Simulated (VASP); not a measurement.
Crystal: BN.

```
B N
1.0
     0.02794    1.79667    1.79667
     1.79667    0.02794    1.79667
     1.79667    1.79667    0.02794
B N
1 1
Direct
  0.00014 0.00014 0.00014
  0.24986 0.24986 0.24986
```

This cell differs from its parent crystal: epitaxial 111 strain -2.0%.

Base run:

| Property | Result |
| --- | --- |
| Program | VASP 6.6.1 |
| Functional | r2SCAN |
| Potentials or basis | VASP PAW PBE potentials, release 64 (B_h, N_h) |
| Cutoff | 910 eV |
| k mesh | 12 × 12 × 12 |
| Occupations | gaussian, width 0.01 eV |
| Spin | no spin polarisation |

Its results: band gap on the k mesh 4.98 eV, indirect (least direct gap 9.15 eV); pressure 15.2 GPa.

Problem. The run is repeated on the same cell with these changes: potentials or basis from VASP PAW PBE potentials, release 64 (B_h, N_h) to VASP PAW PBE potentials, release 64 (B, N); cutoff from 910 eV to 520 eV; further incar settings from ALGO = Normal; EDIFF = 1e-06; NBANDS = 11 to ALGO = Normal; EDIFF = 1e-07; NBANDS = 11. What comes out?

Solution. Band gap on the k mesh 4.96 eV, indirect (least direct gap 9.13 eV); pressure 17.1 GPa.

Caveats: the PAW data sets were made with another functional, which shifts forces and pressure a little; the cutoff is under 1.25 times the usual one of these potentials, so pressure, stress and relaxed cells hold a basis-set (Pulay) error (some runs).

A k mesh can miss the band edges.
